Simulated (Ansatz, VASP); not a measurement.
**TiGe in VASP and in Ansatz**

```
Ti Ge
1.0
     0.00000    2.89335    2.89335
     2.89335    0.00000    2.89335
     2.89335    2.89335    0.00000
Ti Ge
1 1
Direct
  0.00000 0.00000 0.00000
  0.25000 0.25000 0.25000
```

Alike in both runs: task single point; functional PBE; k mesh 6 × 6 × 6; occupations gaussian, width 0.05 eV; no spin polarisation.

```csv
,VASP,Ansatz
version,VASP 6.6.1,Ansatz 0.2.0
potentials or method,"VASP PAW PBE potentials, release 64 (Ti_sv, Ge_d), cutoff 500 eV","scalar-relativistic, plane waves, PAW"
valence electrons in the cell,26,26
```

|  | VASP | Ansatz | Ansatz less VASP |
| --- | --- | --- | --- |
| gap on the k mesh at the Fermi level (eV) | 0.21 | 0.20 | -0.001 |
| least direct gap on the mesh (eV) | 0.21 | 0.20 | -0.001 |
| pressure (GPa) | 2.0 | 1.9 | -0.07 |
